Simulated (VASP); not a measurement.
InSe, 8 atoms in the cell. It takes space group P6_3/mmc (No. 194, hexagonal). Conventional cell: a = 4.050 Å, b = 4.050 Å, c = 16.930 Å, α = 90.00°, β = 90.00°, γ = 120.00°. Within 3.3 Å of In (site symmetry 3m) lie 3 Se at 2.52 Å and 1 In at 3.15 Å. Within 3.3 Å of Se (site symmetry 3m) lie 3 In at 2.52 Å. 

```yaml
Program: VASP 6.6.1
Task: relaxation of cell and atoms
Functional: PBE
Dispersion: D3(BJ)
Potentials_or_basis: VASP PAW PBE potentials, release 64 (In_d, Se)
Cutoff: 600 eV
k_mesh: 6 × 6 × 2
Occupations: gaussian, width 0.1 eV
Spin: no spin polarisation
Dipole_correction: no
Further_INCAR_settings: ALGO = Normal; EDIFF = 1e-07; IBRION = 2; EDIFFG = -0.05; NSW = 100; ISIF = 3
```

Potentials or basis: VASP PAW PBE potentials, release 64 (In_d, Se).

Run with:

```bash
$ cat potpaw_PBE.64/In_d/POTCAR potpaw_PBE.64/Se/POTCAR > POTCAR
$ mpirun -np 1 vasp_std > vasp.out
```

Hardware: 1 thread of Intel(R) Xeon(R) 6975P-C (Granite Rapids), with other jobs on the host.

Question: Estimate the wall time of this run.

Answer: Wall time 15 min on 1 thread of Intel(R) Xeon(R) 6975P-C (Granite Rapids) (shared host), peak memory 0.5 GiB. Counts: scf iterations 113, k points 14, ion steps 9.
